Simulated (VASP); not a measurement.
Ti, 1 atom in the cell. It takes space group Fm-3m (No. 225, cubic). The conventional cell has a = 4.053 Å, b = 4.053 Å, c = 4.053 Å, α = 90.00°, β = 90.00°, γ = 90.00°. Ti (site symmetry m-3m) has 12 Ti at 2.87 Å within 3.8 Å. 

```yaml
Program: VASP 6.6.1
Task: single point
Functional: PBEsol
Potentials_or_basis: VASP PAW PBE potentials, release 64 (Ti_sv)
Cutoff: 520 eV
k_mesh: 11 × 11 × 11
Occupations: fermi-dirac, width 0.05 eV
Spin: no spin polarisation
Dipole_correction: no
Further_INCAR_settings: ALGO = Normal; EDIFF = 1e-06; NBANDS = 12
```

Potentials or basis: VASP PAW PBE potentials, release 64 (Ti_sv).

Run with:

```bash
$ cat potpaw_PBE.64/Ti_sv/POTCAR > POTCAR
$ mpirun -np 1 vasp_std > vasp.out
```

Hardware: 1 thread of Intel(R) Xeon(R) 6975P-C (Granite Rapids), with other jobs on the host.

Estimate the wall time of this run.

Wall time 5.4 s on 1 thread of Intel(R) Xeon(R) 6975P-C (Granite Rapids) (shared host), peak memory 0.13 GiB. Counts: scf iterations 12, k points 56.
